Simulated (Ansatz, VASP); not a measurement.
# One calculation of Sn, two programs

```
Sn
1.0
    -1.97044    1.97044    1.74308
     1.97044   -1.97044    1.74308
     1.97044    1.97044   -1.74308
Sn
1
Direct
  0.00000 0.00000 0.00000
```

Change from the starting cell: strain +0.040 along x and y, -0.080 along z, atoms carried along.

Alike in both runs: task single point; functional PBEsol; k mesh 18 × 18 × 18; occupations gaussian, width 0.15 eV; no spin polarisation.

|  | VASP | Ansatz |
| --- | --- | --- |
| version | VASP 6.6.1 | Ansatz 0.2.0 |
| potentials or method | VASP PAW PBE potentials, release 64 (Sn_d), cutoff 520 eV | scalar-relativistic, plane waves, PAW |
| valence electrons in the cell | 14 | 14 |

```tsv
	VASP	Ansatz	Ansatz less VASP
gap on the k mesh at the Fermi level (eV)	none	none	-
pressure (GPa)	-1.6	-1.6	+0.06
traceless stress, the component that is largest in VASP (GPa)	-0.21	-0.21	+0.003
```

VASP's potentials were made for PBE, not for PBEsol. A gap of «none» marks a metal or a gap that the smearing closes. With one functional, cell and mesh, what is left measures potentials, basis and numerics.
